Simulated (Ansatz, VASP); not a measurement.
# One calculation of CdTeO4, two programs

```
CELL_PARAMETERS angstrom
0.00000 3.55267 3.55267
3.55267 0.00000 3.55267
3.55267 3.55267 0.00000
ATOMIC_POSITIONS crystal
Cd 0.75000 0.75000 0.75000
Te 0.00000 0.00000 0.00000
O 0.87339 0.37554 0.37554
O 0.37554 0.37554 0.37554
O 0.37554 0.87339 0.37554
O 0.37554 0.37554 0.87339
```

Change from the starting cell: species swapped into the SmInPt4 type (F-43m, No. 216).

Alike in both runs: task single point; functional PBE; k mesh 4 × 4 × 4; occupations gaussian, width 0.1 eV; no spin polarisation.

|  | VASP | Ansatz |
| --- | --- | --- |
| version | VASP 6.6.1 | Ansatz 0.2.0 |
| potentials or method | VASP PAW PBE potentials, release 64 (Cd, Te, O), cutoff 520 eV | scalar-relativistic, plane waves, PAW |
| valence electrons in the cell | 42 | 60 |

Ansatz gave:

- gap on the k mesh at the Fermi level (eV): none
- pressure (GPa): -13.8
- rms of the force components (eV/Å): 0.088

What did VASP give for the same quantities?

gap on the k mesh at the Fermi level (eV): none; pressure (GPa): -13.8; rms of the force components (eV/Å): 0.087.

Atom by atom the forces differ by 0.001 eV/Å (rms over components). A gap of «none» marks a metal or a gap that the smearing closes. VASP's potentials hold 42 valence electrons a cell and Ansatz's 60, so a difference there can come from the potentials and not from the codes.

The k mesh is coarse, so the values compare programs but aren't converged. Spin-orbit coupling is off throughout.
